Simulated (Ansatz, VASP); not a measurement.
Na: VASP beside Ansatz

The input INCAR:

```
ALGO = Normal
EDIFF = 1E-6
ENCUT = 520
GGA = PE
ISIF = 2
ISMEAR = 0
LASPH = True
LCHARG = False
LREAL = False
LWAVE = False
NBANDS = 10
NELM = 80
PREC = Accurate
SIGMA = 0.15
```

The input KPOINTS:

```
k-points
0
Gamma
  16 16 16
```

The input POSCAR:

```
Na
1.0
   -2.1704375000      2.1704375000      2.2233750000
    2.1704375000     -2.1704375000      2.2233750000
    2.1704375000      2.1704375000     -2.2233750000
Na
1
Direct
    0.0000000000      0.0000000000      0.0000000000
```

Input for Ansatz:

```yaml
crystal:
  lattice:
    - [-2.1704375, 2.1704375, 2.223375]
    - [2.1704375, -2.1704375, 2.223375]
    - [2.1704375, 2.1704375, -2.223375]
  atoms:
    - { symbol: Na, position: [0.0, 0.0, 0.0] }
basis:
  ecutwfc: 420
kpoints:
  mp_grid: { grid: [16, 16, 16] }
hamiltonian:
  xc: pbe
scf:
  occupations: { method: gaussian, width: 0.15 }
output:
  forces: true
  stress: true
  eigenvalues: true
```

Change from the starting cell: strain +0.025 along x and y, +0.050 along z, atoms carried along.

Alike in both runs: task single point; functional PBE; k mesh 16 × 16 × 16; occupations gaussian, width 0.15 eV; no spin polarisation.

```csv
,VASP,Ansatz
version,VASP 6.6.1,Ansatz 0.2.0
potentials or method,"VASP PAW PBE potentials, release 64 (Na_pv), cutoff 520 eV","scalar-relativistic, plane waves, PAW"
valence electrons in the cell,7,9
```

|  | VASP | Ansatz | Ansatz less VASP |
| --- | --- | --- | --- |
| gap on the k mesh at the Fermi level (eV) | none | none | - |
| pressure (GPa) | -0.8 | -0.8 | +0.01 |

A gap of «none» marks a metal or a gap that the smearing closes. VASP's potentials hold 7 valence electrons a cell and Ansatz's 9, so a difference there can come from the potentials and not from the codes.
